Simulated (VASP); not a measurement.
# Ga3AsN2 in VASP: a series of runs, part 2 of 2

VASP 6.6.1. The steps go on from the part before.

## Step 4: Relaxation of cell and atoms, PBE

This run uses another cell than the first one, of 13.00 Å³/atom, 0.780 times its volume.

Contents of INCAR:

```
SYSTEM = Ga3AsN2
PREC = Accurate ; ENCUT = 600
EDIFF = 1E-7 ; ISMEAR = 0
SIGMA = 0.1 ; LREAL = .FALSE.
LASPH = .TRUE. ; NELM = 100
ALGO = Normal ; ISIF = 3
LWAVE = .FALSE. ; LCHARG = .FALSE.
GGA = PE ; IBRION = 2
NSW = 100 ; EDIFFG = -0.01
```

Contents of KPOINTS:

```
Automatic mesh
0
G
  12 12 4
  0 0 0
```

Contents of POSCAR:

```
Ga3AsN2
1.0
    3.1962436392      0.0000000000      0.0000000000
   -1.5981218196      2.7680281883      0.0000000000
    0.0000000000      0.0000000000      8.8190627784
Ga As N
3 1 2
Direct
    0.6666666667      0.3333333333      0.7735834753
    0.0000000000      0.0000000000      0.5000000000
    0.3333333333      0.6666666667      0.2264165247
    0.0000000000      0.0000000000      0.0000000000
    0.3333333333      0.6666666667      0.6464019569
    0.6666666667      0.3333333333      0.3535980431
```

Potentials or basis: VASP PAW PBE potentials, release 64 (Ga_d, As, N).

Started as:

```bash
> cat potpaw_PBE.64/Ga_d/POTCAR potpaw_PBE.64/As/POTCAR potpaw_PBE.64/N/POTCAR > POTCAR
> mpirun -np 1 vasp_std > vasp.out
```

OUTCAR:

```text
SYSTEM = Ga3AsN2
   PREC = Accurate
   ENCUT = 600
   EDIFF = 1E-7
   ISMEAR = 0
   LREAL = .FALSE.
   LASPH = .TRUE.
   NELM = 100
   ISIF = 3
   GGA = PE
   IBRION = 2
   NSW = 100
   EDIFFG = -0.01

 ion  position               nearest neighbor table
   1  0.667  0.333  0.774-   5 2.16   5 2.16   5 2.16   4 2.72   4 2.72   4 2.72
   2  0.000  0.000  0.500-   5 2.25   6 2.25   6 2.25   5 2.25   6 2.25   5 2.25
   3  0.333  0.667  0.226-   6 2.16   6 2.16   6 2.16   4 2.72   4 2.72   4 2.72
   4  0.000  0.000  0.000-   1 2.72   3 2.72   1 2.72   3 2.72   1 2.72   3 2.72
   5  0.333  0.667  0.646-   1 2.16   1 2.16   1 2.16   2 2.25   2 2.25   2 2.25
   6  0.667  0.333  0.354-   3 2.16   3 2.16   3 2.16   2 2.25   2 2.25   2 2.25

  LATTYP: Found a hexagonal cell.
 ALAT       =     3.1962436392
 C/A-ratio  =     2.7591960357

  Lattice vectors:

 A1 = (   3.1962436392,   0.0000000000,   0.0000000000)
 A2 = (  -1.5981218196,   2.7680281883,   0.0000000000)
 A3 = (   0.0000000000,   0.0000000000,   8.8190627784)

Analysis of symmetry for initial positions (statically):
=====================================================================
 Subroutine PRICEL returns:
 Original cell was already a primitive cell.

[... 182 lines left out ...]

  FORCE on cell =-STRESS in cart. coord.  units (eV):
  Direction    XX          YY          ZZ          XY          YZ          ZX
  --------------------------------------------------------------------------------------
  -------------------------------------------------------------------------------------
  Total       -0.1147272     -0.1147272      0.3771601      0.0000000      0.0000000      0.0000000
  in kB       -2.3558315     -2.3558315      7.7446803      0.0000000      0.0000000      0.0000000
  external PRESSURE =       1.0110058 kB  Pullay stress =       0.0000000 kB
[... 307 lines left out ...]
--------------------------------------- Ionic step        9  -------------------------------------------

 number of electron      54.0000000 magnetization

 Free energy of the ion-electron system (eV)
  ---------------------------------------------------
  ext. energy  EPLUGINS =         0.00000000
  ---------------------------------------------------
  free energy    TOTEN  =       -28.91724851 eV

  energy without entropy =      -28.91067946  energy(sigma->0) =      -28.91396399

 E-fermi :   7.6632     XC(G=0): -11.8445

 val. band max:        7.6393035522   @ k =  -0.0833   0.3333   0.2500
 cond. band min:       7.6632308370   @ k =   0.3333   0.1667   0.5000
 fundamental gap:      0.0239272848
 Fermi energy:         7.6632023367

 k-point     1 :       0.0000    0.0000    0.0000
  band No.  band energies     occupation
      1      -9.7371      2.00000
      2      -8.6181      2.00000
      3      -8.0425      2.00000
      4      -8.0223      2.00000
      5      -8.0223      2.00000
      6      -7.9437      2.00000
[... 829 lines left out ...]
     31      12.4453      0.00000
     32      13.3387      0.00000

 [... further k-points ...]
[... 5 lines left out ...]
  --------------------------------------------------------------------------------------
  -------------------------------------------------------------------------------------
  Total       -0.0070900     -0.0070900      0.0434820      0.0000000     -0.0000000      0.0000000
  in kB       -0.1457719     -0.1457719      0.8940001      0.0000000     -0.0000000      0.0000000
  external PRESSURE =       0.2008187 kB  Pullay stress =       0.0000000 kB
[... 21 lines left out ...]
  FREE ENERGIE OF THE ION-ELECTRON SYSTEM (eV)
  ---------------------------------------------------
  free  energy   TOTEN  =       -28.9172485129 eV

  energy  without entropy=      -28.9106794580  energy(sigma->0) =      -28.91396399

 reached required accuracy - stopping structural energy minimisation
```

OSZICAR:

```text
N       E                     dE             d eps       ncg     rms          rms(c)
DAV:   1     0.487412580223E+03    0.48741E+03   -0.28885E+04  4672   0.326E+03
[... 80 lines left out ...]
       N       E                     dE             d eps       ncg     rms          rms(c)
DAV:   1    -0.289173060686E+02   -0.12029E-03   -0.15083E-02  5296   0.798E-01    0.689E-02
DAV:   2    -0.289172790635E+02    0.27005E-04   -0.69041E-04  6208   0.320E-01    0.393E-02
DAV:   3    -0.289172547260E+02    0.24338E-04   -0.64334E-05  6112   0.192E-01    0.189E-02
DAV:   4    -0.289172481313E+02    0.65947E-05   -0.20748E-05  5992   0.713E-02    0.190E-03
DAV:   5    -0.289172485144E+02   -0.38308E-06   -0.54360E-06  5152   0.233E-02    0.112E-03
DAV:   6    -0.289172485129E+02    0.15052E-08   -0.30883E-07  4224   0.755E-03
   9 F= -.28917249E+02 E0= -.28913964E+02  d E =-.627708E-04
```

CONTCAR:

```text
Ga3AsN2
   1.00000000000000
     3.1878944239463221    0.0000000000000000    0.0000000000000000
    -1.5939472119731610    2.7607975557881139    0.0000000000000000
    -0.0000000000000000    0.0000000000000000    8.8541022584848861
  Ga              As              N
     3     1     2
Direct
     0.6666666667000030    0.3333333332999970    0.7739949366086649
     0.0000000000000000    0.0000000000000000    0.5000000000000000
     0.3333333332999970    0.6666666667000030    0.2260050633913351
     0.0000000000000000    0.0000000000000000    0.0000000000000000
     0.3333333332999970    0.6666666667000030    0.6438540100798625
     0.6666666667000030    0.3333333332999970    0.3561459899201375

  0.00000000E+00  0.00000000E+00  0.00000000E+00
  0.00000000E+00  0.00000000E+00  0.00000000E+00
  0.00000000E+00  0.00000000E+00  0.00000000E+00
  0.00000000E+00  0.00000000E+00  0.00000000E+00
  0.00000000E+00  0.00000000E+00  0.00000000E+00
  0.00000000E+00  0.00000000E+00  0.00000000E+00
```

Wall time 23 min (1 thread of Oxide Virtual Turin-like, shared host); peak memory 0.33 GiB.

What came out:

```yaml
Free_energy: -28.9172 eV
Relaxed_volume: 12.99 Å³/atom
Relaxed_cell: a = 3.188 Å, b = 3.188 Å, c = 8.854 Å, α = 90.00°, β = 90.00°, γ = 120.00°
Space_group_after_relaxing_to_0.05_Å: P-3m1 (No. 164)
Energy_gained_by_relaxing: 0.7 meV/atom
Ionic_steps: 9
Pressure_after_relaxing: 0.0 GPa
Largest_force_after_relaxing: 0.010 eV/Å
Band_gap_on_the_k_mesh: zero (band 27 reaches 9.30 eV, above the bottom of band 28 at 6.61 eV)
```

Forces in eV/Å, atoms in the order of the input:
```
Ga   0.000  0.000 -0.010
Ga   0.000  0.000  0.000
Ga   0.000  0.000  0.010
As   0.000  0.000  0.000
N    0.000  0.000  0.001
N    0.000  0.000 -0.001
```

Stress tensor (GPa, compression positive):
```
-0.01  0.00  0.00
 0.00 -0.01  0.00
 0.00  0.00  0.09
```

The path:
| step | energy change (eV) | largest force (eV/Å) | pressure (GPa) | volume (Å³) |
| --- | --- | --- | --- | --- |
| 1 | 0.0000 | 0.1286 | 0.10 | 78.02 |
| 2 | -0.0028 | 0.0826 | -0.19 | 78.12 |
| 3 | -0.0032 | 0.0604 | -0.36 | 78.16 |
| 4 | -0.0039 | 0.0399 | 0.14 | 77.83 |
| 5 | -0.0039 | 0.0383 | 0.18 | 77.81 |
| 6 | -0.0043 | 0.0240 | 0.07 | 77.86 |
| 7 | -0.0044 | 0.0178 | -0.01 | 77.91 |
| 8 | -0.0044 | 0.0169 | 0.01 | 77.91 |
| 9 | -0.0044 | 0.0099 | 0.02 | 77.93 |

Final structure:
```
Ga As N
1.0
     3.18789    0.00000    0.00000
    -1.59395    2.76080    0.00000
     0.00000    0.00000    8.85410
Ga As N
3 1 2
Cartesian
  1.5939 0.9203 6.8530
  0.0000 0.0000 4.4271
  0.0000 1.8405 2.0011
  0.0000 0.0000 0.0000
  0.0000 1.8405 5.7007
  1.5939 0.9203 3.1534
```

Levels at points of the mesh, in eV from the Fermi level:
| k point | band 23 | band 24 | band 25 | band 26 | band 27 | band 28 | band 29 | band 30 | band 31 | band 32 |
| --- | --- | --- | --- | --- | --- | --- | --- | --- | --- | --- |
| (0.00, 0.00, 0.00) | -2.46 | -2.37 | -2.37 | -2.01 | 1.40 | 2.69 | 2.69 | 3.21 | 6.56 | 6.56 |
| (0.50, 0.00, 0.00) | -4.22 | -4.05 | -3.15 | -3.08 | -2.81 | 0.26 | 1.42 | 1.53 | 3.09 | 4.39 |
| (0.00, 0.00, 0.50) | -2.46 | -2.37 | -2.37 | 0.25 | 0.42 | 2.70 | 2.70 | 3.01 | 5.74 | 6.08 |
| (0.50, 0.00, 0.50) | -4.99 | -4.19 | -3.15 | -2.00 | -1.25 | -0.61 | 0.37 | 1.57 | 4.18 | 4.51 |

## Step 5: The runs side by side

| task | cell | k mesh | cutoff (eV) | smearing | gap on the mesh (eV) | pressure (GPa) | relaxed volume (Å³/atom) | largest force (eV/Å) |
| --- | --- | --- | --- | --- | --- | --- | --- | --- |
| relaxation of cell and atoms | relaxed from a = 3.613, b = 3.613, c = 8.851 Å, angles 90.0, 90.0, 120.0°, 6 atoms | 6 × 6 × 2 | 600 | gaussian 0.1 eV | none | 0.0 | 13.04 | 0.01 |
| single point | a = 3.193, b = 3.191, c = 17.645 Å, angles 90.0, 90.1, 120.0°, 12 atoms | 6 × 6 × 2 | 520 | gaussian 0.2 eV | none | 0.3 | - | 0.02 |
| relaxation of cell and atoms | relaxed from a = 3.196, b = 3.196, c = 8.819 Å, angles 90.0, 90.0, 120.0°, 6 atoms | 12 × 12 × 4 | 600 | gaussian 0.1 eV | none | 0.0 | 12.99 | 0.01 |

Alike in all rows: level PBE; potentials or basis VASP PAW PBE potentials, release 64 (Ga_d, As, N); no spin polarisation.

Caveats: some runs use coarse meshes; the volume moved by over 15 % at a fixed basis, so the end points are rough (some runs).

Absolute energies hang on the potentials; compare differences alone.
